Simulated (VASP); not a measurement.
Input of a VASP 6.6.1 run:

The input INCAR:

```
  PREC = Accurate
  ENCUT = 520
  EDIFF = 1E-6
  ISMEAR = -1
  SIGMA = 0.05
  LREAL = Auto
  LASPH = True
  NELM = 100
  ALGO = Normal
  ISIF = 2
  LWAVE = False
  LCHARG = False
  GGA = PS
  ISYM = 0
  NBANDS = 185
```

The input KPOINTS:

```
Automatic mesh
0
Gamma
  1 1 1
  0.25 0.25 0.25
```

File POSCAR:

```
Sr8HfZr7O24
1.0
    8.1706140109      0.0000000000      0.0000000000
    0.0000000000      8.1706140109      0.0000000000
    0.0000000000      0.0000000000      8.1706140109
Sr Zr Hf O
8 7 1 24
Direct
    0.9810770000      0.0001340000      0.9878880000
    0.9873960000      0.0001980000      0.4805440000
    0.0183580000      0.5004210000      0.0119620000
    0.0115270000      0.5004440000      0.5179520000
    0.4881820000      0.0001560000      0.9805850000
    0.4813770000      0.0002820000      0.4865230000
    0.5123080000      0.5005110000      0.0179330000
    0.5186400000      0.5004560000      0.5106260000
    0.2498540000      0.2503360000      0.2492570000
    0.2498530000      0.2503390000      0.7492780000
    0.2498610000      0.7503260000      0.2492590000
    0.2498540000      0.7503450000      0.7492380000
    0.7498570000      0.2503050000      0.2492260000
    0.7498520000      0.2503180000      0.7492540000
    0.7498520000      0.7503190000      0.7492350000
    0.7498600000      0.7502900000      0.2492440000
    0.2851680000      0.2922510000      0.9994520000
    0.2145440000      0.2084720000      0.4990820000
    0.2860360000      0.7088060000      0.9994360000
    0.2136700000      0.7919160000      0.4990700000
    0.7143670000      0.2100700000      0.9991180000
    0.7853620000      0.2905090000      0.4993610000
    0.7137390000      0.7898810000      0.9999240000
    0.7859440000      0.7106820000      0.4985680000
    0.9996590000      0.2098010000      0.2136290000
    0.0000020000      0.2922640000      0.7844720000
    0.9988850000      0.7900010000      0.2132580000
    0.9999490000      0.7086320000      0.7853450000
    0.5000610000      0.2907960000      0.2848990000
    0.4997060000      0.2084320000      0.7140350000
    0.5008170000      0.7105990000      0.2852120000
    0.4997610000      0.7920640000      0.7131760000
    0.2974970000      0.0002570000      0.2195970000
    0.2206340000      0.0002860000      0.7984100000
    0.2021930000      0.5004100000      0.2789380000
    0.2790910000      0.5004020000      0.7001420000
    0.7215720000      0.9994190000      0.2959920000
    0.7988640000      0.0002270000      0.7214320000
    0.7780950000      0.5011970000      0.2024420000
    0.7008490000      0.5004130000      0.7770180000
```

Potentials or basis: VASP PAW PBE potentials, release 64 (Sr_sv, Zr_sv, Hf_pv, O).

Command:

```sh
$ cat potpaw_PBE.64/Sr_sv/POTCAR potpaw_PBE.64/Zr_sv/POTCAR potpaw_PBE.64/Hf_pv/POTCAR potpaw_PBE.64/O/POTCAR > POTCAR
$ mpirun -np 1 vasp_std > vasp.out
```

(1) What does it give for the pressure?

(2) Estimate the largest force.

(3) Estimate the band gap on the k mesh.

Results:

(1) 0.4 GPa.

(2) 0.177 eV/Å.

(3) 4.34 eV.

Caveat: the PAW data sets were made with another functional, which shifts forces and pressure a little; spin-orbit coupling is left out, which moves the levels of the heavy elements; a shifted mesh leaves out Γ, where band edges can lie.
